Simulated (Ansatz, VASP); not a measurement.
**TiPt3 in VASP and in Ansatz**

Contents of INCAR:

```
  ALGO = Fast
  EDIFF = 1E-6
  ENCUT = 520
  GGA = PE
  ISIF = 2
  ISMEAR = 0
  LASPH = T
  LCHARG = T
  LELF = T
  LREAL = F
  LVHAR = T
  LWAVE = F
  NBANDS = 29
  NELM = 100
  PREC = Accurate
  SIGMA = 0.1
```

Contents of KPOINTS:

```
k-points
0
Gamma
  10 10 10
```

File POSCAR:

```
TiPt3
1.0
    3.7753746300      0.0695614500      0.1997602200
    0.0695614500      4.1261046300      0.0695614500
    0.1997602200      0.0695614500      3.7753746300
Ti Pt
1 3
Direct
    0.0118794500     -0.0214232608      0.0118794500
    0.0036032581      0.5001401310      0.4750834185
    0.5094338734      0.0211429988      0.5094338734
    0.4750834185      0.5001401310      0.0036032581
```

Input for Ansatz:

```yaml
crystal:
  lattice:
    - [3.77537463, 0.06956145, 0.19976022]
    - [0.06956145, 4.12610463, 0.06956145]
    - [0.19976022, 0.06956145, 3.77537463]
  atoms:
    - { symbol: Ti, position: [0.01187945, -0.0214232608, 0.01187945] }
    - { symbol: Pt, position: [0.0036032581, 0.500140131, 0.4750834185] }
    - { symbol: Pt, position: [0.5094338734, 0.0211429988, 0.5094338734] }
    - { symbol: Pt, position: [0.4750834185, 0.500140131, 0.0036032581] }
basis:
  ecutwfc: 420
kpoints:
  mp_grid: { grid: [10, 10, 10] }
hamiltonian:
  xc: pbe
scf:
  occupations: { method: gaussian, width: 0.1 }
output:
  forces: true
  stress: true
  eigenvalues: true
```

Alike in both runs: task single point; functional PBE; k mesh 10 × 10 × 10; occupations gaussian, width 0.1 eV; no spin polarisation.

```csv
,VASP,Ansatz
version,VASP 6.6.1,Ansatz 0.2.0
potentials or method,"VASP PAW PBE potentials, release 64 (Ti_sv, Pt), cutoff 520 eV","scalar-relativistic, plane waves, PAW"
valence electrons in the cell,42,66
```

Ansatz gave:

```
gap on the k mesh at the Fermi level (eV)                     : none
pressure (GPa)                                                : 22.4
traceless stress, the component that is largest in VASP (GPa) : -28.61
rms of the force components (eV/Å)                            : 1.688
```

Problem. Which values does VASP return?

Solution. gap on the k mesh at the Fermi level (eV): none; pressure (GPa): 22.0; traceless stress, the component that is largest in VASP (GPa): -28.42; rms of the force components (eV/Å): 1.668.

Atom by atom the forces differ by 0.021 eV/Å (rms over components). A gap of «none» marks a metal or a gap that the smearing closes. VASP's potentials hold 42 valence electrons a cell and Ansatz's 66, so a difference there can come from the potentials and not from the codes.

Neither program's run includes spin-orbit coupling.
